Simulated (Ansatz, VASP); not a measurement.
One calculation of AlN, two programs

File INCAR:

```
SYSTEM = AlN
PREC = Accurate
ENCUT = 520
EDIFF = 1E-6
ISMEAR = -1
SIGMA = 0.02
LREAL = .False.
LASPH = .True.
NELM = 60
ALGO = Normal
ISIF = 2
LWAVE = .False.
LCHARG = .False.
GGA = PE
IBRION = 2
NSW = 80
EDIFFG = -0.02
```

KPOINTS

```
Automatic mesh
0
Gamma
  11 11 6
  0 0 0
```

File POSCAR:

```
AlN
1.0
    3.1100000000      0.0000000000      0.0000000000
   -1.5550000000      2.6933390058      0.0000000000
    0.0000000000      0.0000000000      4.9302000000
Al N
2 2
Direct
    0.6666666667      0.3333333333      0.0000000000
    0.3333333333      0.6666666667      0.5000000000
    0.6666666667      0.3333333333      0.3820000000
    0.3333333333      0.6666666667      0.8820000000
```

Input for Ansatz:

```yaml
crystal:
  lattice:
    - [3.11, 0.0, 0.0]
    - [-1.555, 2.6933390058, 0.0]
    - [0.0, 0.0, 4.9302]
  atoms:
    - { symbol: Al, position: [0.6666666667, 0.3333333333, 0.0] }
    - { symbol: Al, position: [0.3333333333, 0.6666666667, 0.5] }
    - { symbol: "N", position: [0.6666666667, 0.3333333333, 0.382] }
    - { symbol: "N", position: [0.3333333333, 0.6666666667, 0.882] }
kpoints:
  mp_grid: { grid: [11, 11, 6] }
scf:
  occupations: { method: fermi_dirac, width: 0.02 }
hamiltonian:
  xc: pbe
  pseudopotentials: { kind: paw }
output:
  forces: true
  stress: true
  populations: true
  efg:
    quadrupole_moments_barn: { Al: 0.1466, "N": 0.02044 }
    contact_densities: true
relax:
  f_tol: 0.02
  max_steps: 60
```

Change from the starting cell: z stretched by -1 %, ions relaxed.

Alike in both runs: task relaxation of the atoms; functional PBE; k mesh 11 × 11 × 6; occupations fermi-dirac, width 0.02 eV; no spin polarisation.

|  | VASP | Ansatz |
| --- | --- | --- |
| version | VASP 6.6.1 | Ansatz 0.2.0 |
| potentials or method | VASP PAW PBE potentials, release 64 (Al, N) | plane-wave PAW, scalar-relativistic |
| plane-wave cutoff (eV) | 520 | 420 |
| valence electrons in the cell | 16 | 16 |

|  | VASP | Ansatz | Ansatz less VASP |
| --- | --- | --- | --- |
| gap on the k mesh at the Fermi level, each at its own relaxed structure (eV) | 4.25 | 4.24 | -0.010 |

Ansatz's warnings: stress scf threshold loose.
